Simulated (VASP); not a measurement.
A run of VASP 6.6.1:

File INCAR:

```
SYSTEM = AgBiTeSe
  PREC = Accurate
  ENCUT = 520
  EDIFF = 1E-6
  ISMEAR = -1
  SIGMA = 0.05
  LREAL = .FALSE.
  LASPH = .TRUE.
  NELM = 80
  ALGO = Normal
  ISIF = 2
  LWAVE = .FALSE.
  LCHARG = .FALSE.
  GGA = PE
  NBANDS = 27
```

Contents of KPOINTS:

```
Automatic mesh
0
G
  6 6 4
  0 0 0
```

File POSCAR:

```
AgBiTeSe
1.0
    4.1645031401      0.0000000000      0.0000000000
    0.0000000000      4.1645031401      0.0000000000
    0.0000000000      0.0000000000      6.2358142245
Ag Bi Te Se
1 1 1 1
Direct
    0.0000000000      0.0000000000      0.0000000000
    0.5000000000      0.5000000000      0.5000000000
    0.5000000000      0.5000000000      0.0000000000
    0.0000000000      0.0000000000      0.5000000000
```

Potentials or basis: VASP PAW PBE potentials, release 64 (Ag, Bi_d, Te, Se).

Run with:

```bash
$ cat potpaw_PBE.64/Ag/POTCAR potpaw_PBE.64/Bi_d/POTCAR potpaw_PBE.64/Te/POTCAR potpaw_PBE.64/Se/POTCAR > POTCAR
$ mpirun -np 1 vasp_std > vasp.out
```

Hardware: 1 thread of Intel(R) Xeon(R) Platinum 8259CL CPU @ 2.50GHz (Skylake/Cascade Lake), on a shared host.

Task: Estimate the wall time of this run.

Result: Wall time 64 s on 1 thread of Intel(R) Xeon(R) Platinum 8259CL CPU @ 2.50GHz (Skylake/Cascade Lake), on a shared host, peak memory 0.28 GiB. Counts: scf iterations 12, k points 30.
